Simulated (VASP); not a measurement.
A run of VASP 6.6.1 is set up as follows.

File INCAR:

```
SYSTEM = Ga
PREC     = Accurate       ! precision mode
ENCUT    = 520            ! plane-wave cutoff, eV
EDIFF    = 1E-8           ! SCF threshold, eV
ISMEAR   = -1             ! smearing method
SIGMA    = 0.03           ! smearing width, eV
LREAL    = .FALSE.        ! projectors in reciprocal space
LASPH    = .TRUE.         ! aspherical terms in the spheres
NELM     = 60             ! most SCF steps
ALGO     = Normal         ! electronic algorithm
ISIF     = 2              ! what is computed and relaxed
LWAVE    = .FALSE.        ! write WAVECAR
LCHARG   = .FALSE.        ! write CHGCAR
GGA      = PE             ! functional
LEFG     = .TRUE.       
NBANDS   = 20             ! bands
```

The input KPOINTS:

```
Automatic mesh
0
G
  14 14 11
  0 0 0
```

POSCAR

```
Ga
1.0
    1.3921592073     -4.0531663400      0.0000000000
    1.3921592073      4.0531663400      0.0000000000
   -0.1182278372      0.0000000000      3.3519831592
Ga
2
Direct
    0.8690000000      0.1310000000      0.2500000000
    0.1310000000      0.8690000000      0.7500000000
```

Potentials or basis: VASP PAW PBE potentials, release 64 (Ga_d).

Command:

```sh
$ cat potpaw_PBE.64/Ga_d/POTCAR > POTCAR
$ mpirun -np 1 vasp_std > vasp.out
```

Problem. Predict the pressure.

Solution. 0.8 GPa.

Problem. Estimate the band gap on the k mesh.

Solution. Zero (bands 13 and 14 overlap by 7.86 eV).

Problem. Estimate the largest force.

Solution. 0.180 eV/Å.

Electric field gradients, principal values (V/Å²):
```
atom   least   middle  greatest (by size)
1 Ga  -6.324  -17.779              24.104
2 Ga  -6.324  -17.779              24.104
```

Caveat: without QUAD_EFG the Cq values of the log hold for a quadrupole moment of 1 mb, not for the nuclei.
